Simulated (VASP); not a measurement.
The system is NaH.

```
CELL_PARAMETERS angstrom
0.00000 2.44000 2.44000
2.44000 0.00000 2.44000
2.44000 2.44000 0.00000
ATOMIC_POSITIONS crystal
Na 0.00000 0.00000 0.00000
H 0.50000 0.50000 0.50000
```

Base run:

| Quantity | Value |
| --- | --- |
| Program | VASP 6.6.1 |
| Functional | r2SCAN |
| Potentials or basis | VASP PAW PBE potentials, release 64 (Na_pv, H) |
| Cutoff | 550 eV |
| k mesh | 9 × 9 × 9 |
| Occupations | fermi-dirac, width 0.05 eV |
| Spin | no spin polarisation |

Its results: band gap on the k mesh 4.61 eV, indirect (least direct gap 5.29 eV); pressure -1.3 GPa.

Question: After a change of settings the same cell gave: band gap on the k mesh 3.82 eV, indirect (least direct gap 4.55 eV); pressure -1.2 GPa. Which change was it?
A. cutoff from 550 eV to 520 eV; further incar settings from ALGO = Normal; EDIFF = 1e-06; NBANDS = 11 to ALGO = Normal; EDIFF = 1e-07; NBANDS = 11
B. functional from r2SCAN to PBEsol; cutoff from 550 eV to 520 eV
C. functional from r2SCAN to PBE; cutoff from 550 eV to 520 eV
D. functional from r2SCAN to LDA; potentials or basis from VASP PAW PBE potentials, release 64 (Na_pv, H) to VASP PAW LDA potentials, release 64 (Na_pv, H); cutoff from 550 eV to 520 eV

Answer: B.

r2SCAN gives the wider gap, since meta-GGAs in the generalised Kohn-Sham scheme recover part of the derivative discontinuity.

Caveats: the PAW data sets were made with another functional, which shifts forces and pressure a little.
